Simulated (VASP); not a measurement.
## Au: single point with LDA

Crystal: Au.

```
Au
1.0
     2.95688    0.00000    0.00000
    -1.47844    2.56073    0.00000
     0.00000    0.00000    4.97571
Au
2
Cartesian
  1.4784 0.8536 1.2439
  0.0000 1.7072 3.7318
```

This cell differs from its parent crystal: volume scaled by 1.06.

| Item | Value |
| --- | --- |
| Program | VASP 6.6.1 |
| Task | single point |
| Functional | LDA |
| Potentials or basis | VASP PAW LDA potentials, release 64 (Au) |
| Cutoff | 520 eV |
| k mesh | 11 × 11 × 6 |
| Occupations | fermi-dirac, width 0.05 eV |
| Spin | no spin polarisation |
| Dipole correction | no |
| Further INCAR settings | ALGO = Normal; EDIFF = 1e-07; NBANDS = 18 |

The pressure is -16.6 GPa and the band gap on the k mesh is zero (band 11 reaches 11.07 eV, above the bottom of band 12 at 5.19 eV).

Stress tensor (GPa, compression positive):
```
-16.79   0.00   0.00
  0.00 -16.79   0.00
  0.00   0.00 -16.23
```

Levels at points of the mesh, in eV from the Fermi level:
| k point | band 7 | band 8 | band 9 | band 10 | band 11 | band 12 | band 13 | band 14 | band 15 | band 16 |
| --- | --- | --- | --- | --- | --- | --- | --- | --- | --- | --- |
| (0.00, 0.00, 0.00) | -3.79 | -3.18 | -3.18 | -2.03 | -2.03 | -0.68 | 2.22 | 14.66 | 15.57 | 16.64 |
| (0.00, 0.00, 0.50) | -4.08 | -4.08 | -2.43 | -2.43 | -2.43 | -2.43 | 9.95 | 9.95 | 14.89 | 14.89 |

Wall time 25 s on 1 thread of Intel Xeon 6975P-C (shared host), peak memory 0.17 GiB.

Caveat: spin-orbit coupling is left out, which moves the levels of the heavy elements.
